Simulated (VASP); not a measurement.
Set up this calculation in VASP 6.6.1, as the native input.

```
Task                   : single point
Functional             : LDA
Potentials or basis    : VASP PAW LDA potentials, release 64 (Sr_sv)
Cutoff                 : 520 eV
k mesh                 : 14 × 14 × 14
Occupations            : gaussian, width 0.15 eV
Spin                   : no spin polarisation
Dipole correction      : no
Further INCAR settings : ALGO = Fast; EDIFF = 1e-06; NBANDS = 11
```

The structure of Sr lies in POSCAR:

```
Sr
1.0
   -2.3886250000      2.3886250000      2.4977500000
    2.3886250000     -2.3886250000      2.4977500000
    2.3886250000      2.3886250000     -2.4977500000
Sr
1
Direct
    0.0000000000      0.0000000000      0.0000000000
```

This cell differs from its parent crystal: strain -0.015 along x and y, +0.030 along z.

One way to write it, as run:

INCAR

```
  ALGO = Fast
  EDIFF = 1E-6
  ENCUT = 520
  GGA = CA
  ISIF = 2
  ISMEAR = 0
  LASPH = T
  LCHARG = T
  LELF = T
  LREAL = F
  LVHAR = T
  LWAVE = F
  NBANDS = 11
  NELM = 100
  PREC = Accurate
  SIGMA = 0.15
```

KPOINTS

```
k-points
0
Gamma
  14 14 14
```

Potentials or basis: VASP PAW LDA potentials, release 64 (Sr_sv).

The run is started by

```console
$ cat potpaw_LDA.64/Sr_sv/POTCAR > POTCAR
$ mpirun -np 1 vasp_std > vasp.out
```

Results of the run:

- Pressure: -1.8 GPa
- Band gap on the k mesh: zero (bands 5 and 6 overlap by 0.30 eV)

Caveat: the cell differs from its parent crystal (strain -0.015 along x and y, +0.030 along z).

It took 2.1 min on 1 thread of AMD EPYC 7R13 Processor (Zen 3) (shared host), peak memory 0.24 GiB.
